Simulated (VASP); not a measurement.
Input of a VASP 6.6.1 run:

File INCAR:

```
ALGO     = Fast           # electronic algorithm
EDIFF    = 1E-6           # SCF threshold, eV
ENCUT    = 520            # plane-wave cutoff, eV
GGA      = PS             # functional
ISIF     = 2              # what is computed and relaxed
ISMEAR   = 0              # smearing method
LASPH    = True           # aspherical terms in the spheres
LCHARG   = False          # write CHGCAR
LREAL    = False          # projectors in reciprocal space
LWAVE    = False          # write WAVECAR
NBANDS   = 12             # bands
NELM     = 100            # most SCF steps
PREC     = Accurate       # precision mode
SIGMA    = 0.15           # smearing width, eV
```

File KPOINTS:

```
k-points
0
Gamma
  22 22 22
```

POSCAR

```
Au
1.0
   -1.6572690000      1.6572690000      1.6572690000
    1.6572690000     -1.6572690000      1.6572690000
    1.6572690000      1.6572690000     -1.6572690000
Au
1
Direct
    0.0000000000      0.0000000000      0.0000000000
```

Potentials or basis: VASP PAW PBE potentials, release 64 (Au).

The run is started by

```console
$ cat potpaw_PBE.64/Au/POTCAR > POTCAR
$ mpirun -np 1 vasp_std > vasp.out
```

Question: Predict the pressure.

Answer: -9.6 GPa.

Caveat: the PAW data sets were made with another functional, which shifts forces and pressure a little.
